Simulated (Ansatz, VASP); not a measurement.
**Two plane-wave programs on MoS2**

```
CELL_PARAMETERS angstrom
1.41883 0.81916 5.99653
-1.41883 0.81916 5.99653
0.00000 -1.63832 5.99653
ATOMIC_POSITIONS crystal
Mo 0.00002 0.00002 0.00002
S 0.75356 0.75356 0.75356
S 0.57972 0.57972 0.57972
```

Change from the starting cell: strain -0.1000 x Voigt [1, 1, 0, 0, 0, 0], atoms carried along.

Alike in both runs: task single point; functional PBE; dispersion D3(BJ); k mesh 12 × 12 × 12; occupations gaussian, width 0.05 eV; no spin polarisation.

|  | VASP | Ansatz |
| --- | --- | --- |
| version | VASP 6.6.1 | Ansatz 0.2.0 |
| potentials or method | VASP PAW PBE potentials, release 64 (Mo_sv, S), cutoff 520 eV | scalar-relativistic, plane waves, PAW |
| valence electrons in the cell | 26 | 26 |

VASP gave:

| Property | Result |
| --- | --- |
| gap on the k mesh at the Fermi level (eV) | 1.20 |
| least direct gap on the mesh (eV) | 1.97 |
| pressure (GPa) | 50.0 |
| traceless stress, the component that is largest in VASP (GPa) | -14.31 |
| rms of the force components (eV/Å) | 1.344 |

Question: What did Ansatz give for the same quantities?

Answer: gap on the k mesh at the Fermi level (eV): 1.18; least direct gap on the mesh (eV): 1.97; pressure (GPa): 50.3; traceless stress, the component that is largest in VASP (GPa): -14.12; rms of the force components (eV/Å): 1.361.

Atom by atom the forces differ by 0.018 eV/Å (rms over components). Both programs put the cell under a high pressure, so it lies far from rest at this level.
